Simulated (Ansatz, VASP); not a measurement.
## One calculation of CaO, two programs

File INCAR:

```
SYSTEM = CaO
PREC     = Accurate       ! precision mode
ENCUT    = 520            ! plane-wave cutoff, eV
EDIFF    = 1E-6           ! SCF threshold, eV
ISMEAR   = -1             ! smearing method
SIGMA    = 0.02           ! smearing width, eV
LREAL    = .False.        ! projectors in reciprocal space
LASPH    = .True.         ! aspherical terms in the spheres
NELM     = 80             ! most SCF steps
ALGO     = Normal         ! electronic algorithm
ISIF     = 2              ! what is computed and relaxed
LWAVE    = .False.        ! write WAVECAR
LCHARG   = .False.        ! write CHGCAR
GGA      = PE             ! functional
NBANDS   = 15             ! bands
```

Contents of KPOINTS:

```
Automatic mesh
0
Gamma
  11 11 11
  0 0 0
```

Contents of POSCAR:

```
CaO
1.0
    0.0000000000      2.3994316606      2.3994316606
    2.3994316606      0.0000000000      2.3994316606
    2.3994316606      2.3994316606      0.0000000000
Ca O
1 1
Direct
    0.0000000000      0.0000000000      0.0000000000
    0.5000000000      0.5000000000      0.5000000000
```

Input for Ansatz:

```yaml
crystal:
  lattice:
    - [0.0, 2.3994316606, 2.3994316606]
    - [2.3994316606, 0.0, 2.3994316606]
    - [2.3994316606, 2.3994316606, 0.0]
  atoms:
    - { symbol: Ca, position: [0.0, 0.0, 0.0] }
    - { symbol: O, position: [0.5, 0.5, 0.5] }
kpoints:
  mp_grid: { grid: [11, 11, 11] }
scf:
  occupations: { method: fermi_dirac, width: 0.02 }
hamiltonian:
  xc: pbe
  pseudopotentials: { kind: all_electron, lapw: { basis_error: 0.0005 } }
output:
  forces: true
  stress: true
  eigenvalues: true
```

Change from the starting cell: volume scaled by 0.9405.

Alike in both runs: task single point; functional PBE; k mesh 11 × 11 × 11; occupations fermi-dirac, width 0.02 eV; no spin polarisation.

|  | VASP | Ansatz |
| --- | --- | --- |
| version | VASP 6.6.1 | Ansatz 0.2.0 |
| potentials or method | VASP PAW PBE potentials, release 64 (Ca_sv, O), cutoff 520 eV | all-electron LAPW, scalar-relativistic |

|  | VASP | Ansatz | Ansatz less VASP |
| --- | --- | --- | --- |
| gap on the k mesh at the Fermi level (eV) | 3.67 | 3.69 | +0.017 |
| pressure (GPa) | 2.8 | 2.2 | -0.59 |

Ansatz ran all-electron here, and VASP with PAW potentials.
